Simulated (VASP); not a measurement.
Wanted: the native input for a VASP 6.6.1 run.

* Task: single point
* Functional: LDA
* Potentials or basis: VASP PAW LDA potentials, release 64 (Pb_d)
* Cutoff: 520 eV
* k mesh: 12 × 12 × 12
* Occupations: fermi-dirac, width 0.05 eV
* Spin: no spin polarisation
* Dipole correction: no
* Further INCAR settings: ALGO = Normal; EDIFF = 1e-07; NBANDS = 21

The structure of Pb lies in POSCAR:

```
Pb
1.0
    0.0000000000      2.7717156861      2.7717156861
    2.7717156861      0.0000000000      2.7717156861
    2.7717156861      2.7717156861      0.0000000000
Pb
2
Direct
   -0.1250000000     -0.1250000000     -0.1250000000
    0.1250000000      0.1250000000      0.1250000000
```

The input as run:

INCAR

```
PREC = Accurate ; ENCUT = 520
EDIFF = 1E-7 ; ISMEAR = -1
SIGMA = 0.05 ; LREAL = False
LASPH = True ; NELM = 60
ALGO = Normal ; ISIF = 2
LWAVE = False ; LCHARG = False
GGA = CA ; NBANDS = 21
```

KPOINTS

```
regular mesh
0
Gamma
  12 12 12
```

Potentials or basis: VASP PAW LDA potentials, release 64 (Pb_d).

Run with:

```console
$ cat potpaw_LDA.64/Pb_d/POTCAR > POTCAR
$ mpirun -np 1 vasp_std > vasp.out
```

Results of the run:

The pressure is 97.9 GPa and the band gap on the k mesh is zero (band 14 reaches 14.00 eV, above the bottom of band 15 at 12.90 eV).

Caveat: spin-orbit coupling is left out, which moves the levels of the heavy elements.

Run time: 54 s on 1 thread of Intel Xeon 6975P-C, on a shared host, peak memory 0.18 GiB.
